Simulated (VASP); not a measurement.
# ScIn (P4/mmm) in VASP: further runs

The runs below take ScIn through single point, with LDA.

Everything below comes from runs of VASP 6.6.1. Logs are shortened: lines on timing, memory, paths and dates and some standing lists are left out, and cuts for length are marked.

## 1. The cell of the first run

It takes space group P4/mmm (No. 123, tetragonal). The conventional cell has a = 3.141 Å, b = 3.141 Å, c = 4.305 Å, α = 90.00°, β = 90.00°, γ = 90.00°. Sc (site symmetry 4/mmm) has 8 In at 3.09 Å and 4 Sc at 3.14 Å within 4.1 Å. Within 4.1 Å of In (site symmetry 4/mmm) lie 8 Sc at 3.09 Å and 4 In at 3.14 Å.

## 2. Single point, LDA

Input file INCAR:

```
PREC = Accurate ; ENCUT = 520
EDIFF = 1E-6 ; ISMEAR = -1
SIGMA = 0.02 ; LREAL = F
LASPH = T ; NELM = 80
ALGO = Normal ; ISIF = 2
LWAVE = F ; LCHARG = F
NBANDS = 19
```

Input file KPOINTS:

```
regular mesh
0
Gamma
  7 7 5
```

Input file POSCAR:

```
ScIn
1.0
    3.1407819434      0.0000000000      0.0000000000
    0.0000000000      3.1407819434      0.0000000000
    0.0000000000      0.0000000000      4.3054878599
Sc In
1 1
Direct
    0.0000000000      0.0000000000      0.0000000000
    0.5000000000      0.5000000000      0.5000000000
```

Potentials or basis: VASP PAW LDA potentials, release 64 (Sc_sv, In_d).

Started as:

```
$ cat potpaw_LDA.64/Sc_sv/POTCAR potpaw_LDA.64/In_d/POTCAR > POTCAR
$ mpirun -np 1 vasp_std > vasp.out
```

OUTCAR:

```text
PREC = Accurate
   ENCUT = 520
   EDIFF = 1E-6
   ISMEAR = -1
   LREAL = F
   LASPH = T
   NELM = 80
   ISIF = 2

 ion  position               nearest neighbor table
   1  0.000  0.000  0.000-   2 3.09   2 3.09   2 3.09   2 3.09   2 3.09   2 3.09   2 3.09   2 3.09

   2  0.500  0.500  0.500-   1 3.09   1 3.09   1 3.09   1 3.09   1 3.09   1 3.09   1 3.09   1 3.09

  LATTYP: Found a simple tetragonal cell.
 ALAT       =     3.1407819434
 C/A-ratio  =     1.3708331038

  Lattice vectors:

 A1 = (   3.1407819434,   0.0000000000,   0.0000000000)
 A2 = (   0.0000000000,   3.1407819434,   0.0000000000)
 A3 = (   0.0000000000,   0.0000000000,   4.3054878599)

Analysis of symmetry for initial positions (statically):
=====================================================================
 Subroutine PRICEL returns:
 Original cell was already a primitive cell.

 Routine SETGRP: Setting up the symmetry group for a
 simple tetragonal supercell.

 Subroutine GETGRP returns: Found 16 space group operations
 (whereof 16 operations were pure point group operations)
 out of a pool of 16 trial point group operations.

The static configuration has the point symmetry D_4h.

Analysis of symmetry for dynamics (positions and initial velocities):
=====================================================================
 Subroutine PRICEL returns:
 Original cell was already a primitive cell.

 Routine SETGRP: Setting up the symmetry group for a
 simple tetragonal supercell.

 Subroutine GETGRP returns: Found 16 space group operations
 (whereof 16 operations were pure point group operations)
 out of a pool of 16 trial point group operations.

The dynamic configuration has the point symmetry D_4h.

 Subroutine INISYM returns: Found 16 space group operations
 (whereof 16 operations are pure point group operations),
 and found     1 'primitive' translations

----------------------------------------------------------------------------------------

                                     Primitive cell

  volume of cell :      42.4715

  direct lattice vectors                    reciprocal lattice vectors
     3.140781943  0.000000000  0.000000000     0.318392050  0.000000000  0.000000000
     0.000000000  3.140781943  0.000000000     0.000000000  0.318392050  0.000000000
     0.000000000  0.000000000  4.305487860     0.000000000  0.000000000  0.232261716

  length of vectors
     3.140781943  3.140781943  4.305487860     0.318392050  0.318392050  0.232261716

  position of ions in fractional coordinates (direct lattice)
     0.000000000  0.000000000  0.000000000
     0.500000000  0.500000000  0.500000000

  ion indices of the primitive-cell ions
   primitive index   ion index
                 1           1
                 2           2

----------------------------------------------------------------------------------------

 KPOINTS: regular mesh

Automatic generation of k-mesh.
 Grid dimensions read from file:
 generate k-points for:    7    7    5

 Generating k-lattice:

  Cartesian coordinates                     Fractional coordinates (reciprocal lattice)
     0.045484579  0.000000000  0.000000000     0.142857143  0.000000000  0.000000000
     0.000000000  0.045484579  0.000000000     0.000000000  0.142857143  0.000000000
     0.000000000  0.000000000  0.046452343     0.000000000  0.000000000  0.200000000

  Length of vectors
     0.045484579  0.045484579  0.046452343

  Shift w.r.t. Gamma in fractional coordinates (k-lattice)
     0.000000000  0.000000000  0.000000000

 Subroutine IBZKPT returns following result:
 ===========================================

 Found     30 irreducible k-points:

 Following reciprocal coordinates:
            Coordinates               Weight
  0.000000  0.000000  0.000000      1.000000
  0.142857  0.000000  0.000000      4.000000
  0.285714  0.000000  0.000000      4.000000
  0.428571  0.000000  0.000000      4.000000
  0.142857  0.142857  0.000000      4.000000
  0.285714  0.142857  0.000000      8.000000
[... 16 lines left out ...]
  0.285714  0.000000  0.400000      8.000000
  0.428571  0.000000  0.400000      8.000000
 [... further k-points ...]
   k-points           NKPTS =     30   k-points in BZ     NKDIM =     30   number of bands    NBANDS=     19
   number of dos      NEDOS =    301   number of ions     NIONS =      2
   total plane-waves  NPLWV =  18432
   dimension x,y,z NGX =    24 NGY =   24 NGZ =   32
   dimension x,y,z NGXF=    48 NGYF=   48 NGZF=   64
   ions per type =               1   1
   NGX,Y,Z   is equivalent  to a cutoff of  12.70, 12.70, 12.36 a.u.
   NGXF,Y,Z  is equivalent  to a cutoff of  25.41, 25.41, 24.71 a.u.
 SYSTEM =  unknown system
   PREC   = accura    normal or accurate (medium, high low for compatibility)
   ISTART =      0    job   : 0-new  1-cont  2-samecut
   ICHARG =      2    charge: 1-file 2-atom 10-const
   ISPIN  =      1    spin polarized calculation?
   LNONCOLLINEAR =      F non collinear calculations
   LSORBIT =      F    spin-orbit coupling
   LASPH  =      T    aspherical Exc in radial PAW
   ENCUT  =  520.0 eV  38.22 Ry    6.18 a.u.   5.84  5.84  8.01*2*pi/ulx,y,z
   NELM   =     80;   NELMIN=  2; NELMDL= -5     # of ELM steps
   EDIFF  = 0.1E-05   stopping-criterion for ELM
   LREAL  =      F    real-space projection
   EDIFFG = 0.1E-04   stopping-criterion for IOM
   NSW    =      0    number of steps for IOM
   IBRION =     -1    ionic relax: 0-MD 1-quasi-New 2-CG
   NFREE  =      0    steps in history (QN), initial steepest desc. (CG)
   ISIF   =      2    stress and relaxation
   ISYM   =      2    0-nonsym 1-usesym 2-fastsym
   POTIM  = 0.5000    time-step for ionic-motion
   TEBEG  =    0.0;   TEEND  =   0.0 temperature during run
   PSTRESS=    0.0 pullay stress
   NELECT =      24.0000    total number of electrons
   NUPDOWN=      -1.0000    fix difference up-down
   EMIN   =  10.00;   EMAX   =-10.00  energy-range for DOS
   EFERMI =   0.00;   METHOD = LEGACY
   ISMEAR =    -1;   SIGMA  =   0.02  broadening in eV -4-tet -1-fermi 0-gaus
   EFERMI_NEDOS =   21; number of points for ismear=-14 and -15
   IALGO  =     38    algorithm
   IMIX   =      4    mixing-type and parameters
     AMIX     =   0.40;   BMIX     =  1.00
     AMIX_MAG =   1.60;   BMIX_MAG =  1.00
  volume/ion in A,a.u.               =      21.24       143.31
  Fermi-wavevector in a.u.,A,eV,Ry     =   1.353462  2.557672 24.923945  1.831858
  Thomas-Fermi vector in A             =   2.480715
   LORBIT       =      0    0 simple, 1 ext, 2 COOP (PROOUT), +10 PAW based schemes
   GGA     = CA    functional components
   LHFCALC =     F    Hartree Fock is set to
   AEXX    =    0.0000 exact exchange contribution
   IVDW    =     0    specifies the selected vdW correction
   LEPSILON=     F    determine dielectric tensor
   LRPA    =     F    only Hartree local field effects (RPA)
 non-spin polarized calculation
  energy-cutoff  :      520.00
  volume of cell :       42.47
 maximum number of plane-waves:      1161
 NGX is ok and might be reduce to    24
   NGX = 11   NGY = 11   NGZ = 17

 number of electron      24.0000006 magnetization

 Free energy of the ion-electron system (eV)
  ---------------------------------------------------
  ext. energy  EPLUGINS =         0.00000000
  ---------------------------------------------------
  free energy    TOTEN  =       -11.01081844 eV

  energy without entropy =      -11.00814136  energy(sigma->0) =      -11.00947990

 E-fermi :   7.0241     XC(G=0): -11.1640

 val. band max:        6.9876439217   @ k =   0.4286   0.2857   0.0000
 cond. band min:       7.0340236435   @ k =   0.1429   0.1429   0.0000
 fundamental gap:      0.0463797218
 Fermi energy:         7.0240969056

 k-point     1 :       0.0000    0.0000    0.0000
  band No.  band energies     occupation
      1     -41.9426      2.00000
      2     -20.9592      2.00000
      3     -20.7655      2.00000
      4     -20.7655      2.00000
      5      -7.5019      2.00000
      6      -7.2590      2.00000
[... 11 lines left out ...]
     18      13.4475      0.00000
     19      13.4475      0.00000

 k-point     2 :       0.1429    0.0000    0.0000
  band No.  band energies     occupation
      1     -41.9361      2.00000
      2     -20.9524      2.00000
      3     -20.8288      2.00000
      4     -20.7602      2.00000
      5      -7.4446      2.00000
      6      -7.2159      2.00000
[... 11 lines left out ...]
     18      13.4103      0.00000
     19      14.0925      0.00000

 k-point     3 :       0.2857    0.0000    0.0000
  band No.  band energies     occupation
      1     -41.9214      2.00000
      2     -20.9687      2.00000
      3     -20.9372      2.00000
      4     -20.7482      2.00000
      5      -7.3641      2.00000
      6      -7.1405      2.00000
[... 11 lines left out ...]
     18      13.2029      0.00000
     19      15.5987      0.00000

 k-point     4 :       0.4286    0.0000    0.0000
  band No.  band energies     occupation
      1     -41.9095      2.00000
      2     -21.0786      2.00000
      3     -20.9249      2.00000
      4     -20.7386      2.00000
      5      -7.3280      2.00000
      6      -7.2077      2.00000
[... 11 lines left out ...]
     18      12.8198      0.00000
     19      15.2651      0.00000

 k-point     5 :       0.1429    0.1429    0.0000
  band No.  band energies     occupation
      1     -41.9296      2.00000
      2     -20.9455      2.00000
      3     -20.8262      2.00000
      4     -20.8193      2.00000
      5      -7.3708      2.00000
      6      -7.1899      2.00000
[... 11 lines left out ...]
     18      11.8907      0.00000
     19      13.8796      0.00000
[... 334 lines left out ...]
      2     -20.9782      2.00000
      3     -20.7658      2.00000
      4     -20.7658      2.00000
      5      -7.4968      2.00000
      6      -7.2178      2.00000
[... 11 lines left out ...]
     18      15.8379      0.00000
     19      17.1892      0.00000

 k-point    22 :       0.1429    0.0000    0.4000
  band No.  band energies     occupation
      1     -41.9355      2.00000
      2     -20.9697      2.00000
      3     -20.8281      2.00000
      4     -20.7602      2.00000
      5      -7.4403      2.00000
      6      -7.1760      2.00000
[... 11 lines left out ...]
     18      16.0722      0.00000
     19      16.6692      0.00000

 k-point    23 :       0.2857    0.0000    0.4000
  band No.  band energies     occupation
      1     -41.9209      2.00000
      2     -20.9660      2.00000
      3     -20.9506      2.00000
      4     -20.7477      2.00000
      5      -7.3576      2.00000
      6      -7.1704      2.00000
[... 11 lines left out ...]
     18      14.1016      0.00000
     19      16.6227      0.00000

 k-point    24 :       0.4286    0.0000    0.4000
  band No.  band energies     occupation
      1     -41.9091      2.00000
      2     -21.0743      2.00000
      3     -20.9354      2.00000
      4     -20.7375      2.00000
      5      -7.3203      2.00000
      6      -7.2546      2.00000
[... 11 lines left out ...]
     18      12.6458      0.00000
     19      17.1481      0.00000

 [... further k-points ...]

------------------------ aborting loop because EDIFF is reached ----------------------------------------

  FORCE on cell =-STRESS in cart. coord.  units (eV):
  Direction    XX          YY          ZZ          XY          YZ          ZX
  --------------------------------------------------------------------------------------
  -------------------------------------------------------------------------------------
  Total       -0.3612246     -0.3612246     -0.7428305      0.0000000      0.0000000      0.0000000
  in kB      -13.6266785    -13.6266785    -28.0222081      0.0000000      0.0000000      0.0000000
  external PRESSURE =     -18.4251884 kB  Pullay stress =       0.0000000 kB

 VOLUME and BASIS-vectors are now :
 -----------------------------------------------------------------------------
  energy-cutoff  :      520.00
  volume of cell :       42.47
      direct lattice vectors                 reciprocal lattice vectors
     3.140781943  0.000000000  0.000000000     0.318392050  0.000000000  0.000000000
     0.000000000  3.140781943  0.000000000     0.000000000  0.318392050  0.000000000
     0.000000000  0.000000000  4.305487860     0.000000000  0.000000000  0.232261716

 POSITION                                       TOTAL-FORCE (eV/Angst)
 -----------------------------------------------------------------------------------
      0.00000      0.00000      0.00000         0.000000      0.000000      0.000000
      1.57039      1.57039      2.15274         0.000000      0.000000      0.000000
 -----------------------------------------------------------------------------------
    total drift:                                0.000000      0.000000     -0.000000

  FREE ENERGIE OF THE ION-ELECTRON SYSTEM (eV)
  ---------------------------------------------------
  free  energy   TOTEN  =       -11.0108184366 eV

  energy  without entropy=      -11.0081413562  energy(sigma->0) =      -11.00947990
```

Run time: 9.7 s. Hardware: 1 thread of Intel Xeon Platinum 8375C at 2.90GHz (Ice Lake), shared host; peak memory 0.15 GiB.

Results:

| Item | Value |
| --- | --- |
| Free energy | -11.0108 eV |
| Pressure | -1.8 GPa |
| Band gap on the k mesh | zero (bands 12 and 13 overlap by 0.37 eV) |

Stress tensor (GPa, compression positive):
```
-1.36  0.00  0.00
 0.00 -1.36  0.00
 0.00  0.00 -2.80
```

Levels at points of the mesh, in eV from the Fermi level:
```
           k point  band 10  band 11  band 12  band 13  band 14  band 15
(0.00, 0.00, 0.00)    -8.85    -0.81    -0.15    -0.13     2.61     2.61
```

Caveat: spin-orbit coupling is left out, which moves the levels of the heavy elements.

## 3. Single point, LDA

This run uses another cell than the first one, of 23.92 Å³/atom.

Input file INCAR:

```
ALGO = Normal
EDIFF = 1E-6
ENCUT = 520
GGA = CA
ISIF = 2
ISMEAR = -1
LASPH = True
LCHARG = False
LREAL = False
LWAVE = False
NBANDS = 19
NELM = 80
PREC = Accurate
SIGMA = 0.02
```

Input file KPOINTS:

```
k-points
0
Gamma
  7 7 5
```

Input file POSCAR:

```
ScIn
1.0
    3.2678178667      0.0000000000      0.0000000000
    0.0000000000      3.2678178667      0.0000000000
    0.0000000000      0.0000000000      4.4796329089
Sc In
1 1
Direct
    0.0000000000      0.0000000000      0.0000000000
    0.5000000000      0.5000000000      0.5000000000
```

Potentials or basis: VASP PAW LDA potentials, release 64 (Sc_sv, In_d).

Started as:

```
$ cat potpaw_LDA.64/Sc_sv/POTCAR potpaw_LDA.64/In_d/POTCAR > POTCAR
$ mpirun -np 1 vasp_std > vasp.out
```

OUTCAR:

```text
EDIFF = 1E-6
   ENCUT = 520
   GGA = CA
   ISIF = 2
   ISMEAR = -1
   LASPH = True
   LREAL = False
   NELM = 80
   PREC = Accurate

 ion  position               nearest neighbor table
   1  0.000  0.000  0.000-   2 3.22   2 3.22   2 3.22   2 3.22   2 3.22   2 3.22   2 3.22   2 3.22

   2  0.500  0.500  0.500-   1 3.22   1 3.22   1 3.22   1 3.22   1 3.22   1 3.22   1 3.22   1 3.22

  LATTYP: Found a simple tetragonal cell.
 ALAT       =     3.2678178667
 C/A-ratio  =     1.3708331038
[... 716 lines left out ...]

------------------------ aborting loop because EDIFF is reached ----------------------------------------

  FORCE on cell =-STRESS in cart. coord.  units (eV):
  Direction    XX          YY          ZZ          XY          YZ          ZX
  --------------------------------------------------------------------------------------
  -------------------------------------------------------------------------------------
  Total       -2.4190227     -2.4190227     -2.9269762      0.0000000      0.0000000      0.0000000
  in kB      -81.0200331    -81.0200331    -98.0328568      0.0000000      0.0000000      0.0000000
  external PRESSURE =     -86.6909744 kB  Pullay stress =       0.0000000 kB

 VOLUME and BASIS-vectors are now :
 -----------------------------------------------------------------------------
  energy-cutoff  :      520.00
  volume of cell :       47.84
      direct lattice vectors                 reciprocal lattice vectors
     3.267817867  0.000000000  0.000000000     0.306014607  0.000000000  0.000000000
     0.000000000  3.267817867  0.000000000     0.000000000  0.306014607  0.000000000
     0.000000000  0.000000000  4.479632909     0.000000000  0.000000000  0.223232577

 POSITION                                       TOTAL-FORCE (eV/Angst)
 -----------------------------------------------------------------------------------
      0.00000      0.00000      0.00000         0.000000      0.000000      0.000000
      1.63391      1.63391      2.23982         0.000000      0.000000      0.000000
 -----------------------------------------------------------------------------------
    total drift:                                0.000000      0.000000     -0.000000

  FREE ENERGIE OF THE ION-ELECTRON SYSTEM (eV)
  ---------------------------------------------------
  free  energy   TOTEN  =       -10.8234717234 eV

  energy  without entropy=      -10.8206692549  energy(sigma->0) =      -10.82207049
```

OSZICAR:

```text
N       E                     dE             d eps       ncg     rms          rms(c)
DAV:   1     0.215189178966E+03    0.21519E+03   -0.11322E+04  1140   0.156E+03
DAV:   2     0.146701108295E+01   -0.21372E+03   -0.21056E+03  1140   0.436E+02
DAV:   3    -0.116684930700E+02   -0.13136E+02   -0.13011E+02  1467   0.131E+02
DAV:   4    -0.121047874714E+02   -0.43629E+00   -0.43561E+00  1604   0.239E+01
DAV:   5    -0.121233371275E+02   -0.18550E-01   -0.18549E-01  1632   0.486E+00    0.695E+00
DAV:   6    -0.109054304495E+02    0.12179E+01   -0.33590E+00  1535   0.176E+01    0.216E+00
DAV:   7    -0.108449575768E+02    0.60473E-01   -0.18382E-01  1546   0.480E+00    0.112E+00
DAV:   8    -0.108249253782E+02    0.20032E-01   -0.37628E-02  1594   0.198E+00    0.436E-01
DAV:   9    -0.108235954544E+02    0.13299E-02   -0.54395E-03  1323   0.113E+00    0.109E-01
DAV:  10    -0.108234735031E+02    0.12195E-03   -0.70870E-04  1791   0.330E-01    0.347E-02
DAV:  11    -0.108234714900E+02    0.20131E-05   -0.37285E-05  1765   0.583E-02    0.149E-02
DAV:  12    -0.108234717234E+02   -0.23342E-06   -0.25944E-06  1099   0.188E-02
   1 F= -.10823472E+02 E0= -.10822070E+02  d E =-.280247E-02
```

Run time: 11 s. Hardware: 1 thread of Intel Xeon Platinum 8375C at 2.90GHz (Ice Lake), shared host; peak memory 0.15 GiB.

Results:

* Free energy: -10.8235 eV
* Pressure: -8.7 GPa
* Band gap on the k mesh: zero (bands 12 and 13 overlap by 0.33 eV)

Caveat: the cell stands under tension; spin-orbit coupling is left out, which moves the levels of the heavy elements.
